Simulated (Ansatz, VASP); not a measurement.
**One calculation of BAs, two programs**

Contents of INCAR:

```
ALGO = Normal
EDIFF = 1E-7
ENCUT = 520
GGA = RE
ISIF = 2
ISMEAR = -1
IVDW = 12
LASPH = T
LCHARG = T
LELF = T
LREAL = F
LVHAR = T
LWAVE = F
NBANDS = 11
NELM = 60
PREC = Accurate
SIGMA = 0.05
```

Contents of KPOINTS:

```
k-points
0
Gamma
  10 10 10
```

POSCAR

```
BAs
1.0
    0.0000000000      2.3562190158      2.3562190158
    2.3562190158      0.0000000000      2.3562190158
    2.3562190158      2.3562190158      0.0000000000
As B
1 1
Direct
    0.7500000000      0.7500000000      0.7500000000
    0.0000000000      0.0000000000      0.0000000000
```

File input.yaml:

```yaml
crystal:
  lattice:
    - [0.0, 2.3562190158, 2.3562190158]
    - [2.3562190158, 0.0, 2.3562190158]
    - [2.3562190158, 2.3562190158, 0.0]
  atoms:
    - { symbol: As, position: [0.75, 0.75, 0.75] }
    - { symbol: B, position: [0.0, 0.0, 0.0] }
hamiltonian:
  xc: revpbe
  pseudopotentials: { kind: paw }
  dispersion: d3bj
kpoints:
  mp_grid: { grid: [10, 10, 10] }
scf:
  occupations: { method: fermi_dirac, width: 0.05 }
output:
  forces: true
  stress: true
  eigenvalues: true
```

Alike in both runs: task single point; functional revPBE; dispersion D3(BJ); k mesh 10 × 10 × 10; occupations fermi-dirac, width 0.05 eV; no spin polarisation.

|  | VASP | Ansatz |
| --- | --- | --- |
| version | VASP 6.6.1 | Ansatz 0.2.0 |
| potentials or method | VASP PAW PBE potentials, release 64 (As, B) | Ansatz PAW |
| plane-wave cutoff (eV) | 520 | 420 |
| valence electrons in the cell | 8 | 18 |

Ansatz gave:

- gap on the k mesh at the Fermi level (eV): 1.16
- least direct gap on the mesh (eV): 3.33
- pressure (GPa): 2.8

Problem. Which values does VASP return?

Solution. gap on the k mesh at the Fermi level (eV): 1.15; least direct gap on the mesh (eV): 3.33; pressure (GPa): 3.5.

VASP's potentials were made for PBE, not for revPBE. VASP's potentials hold 8 valence electrons a cell and Ansatz's 18, so a difference there can come from the potentials and not from the codes.
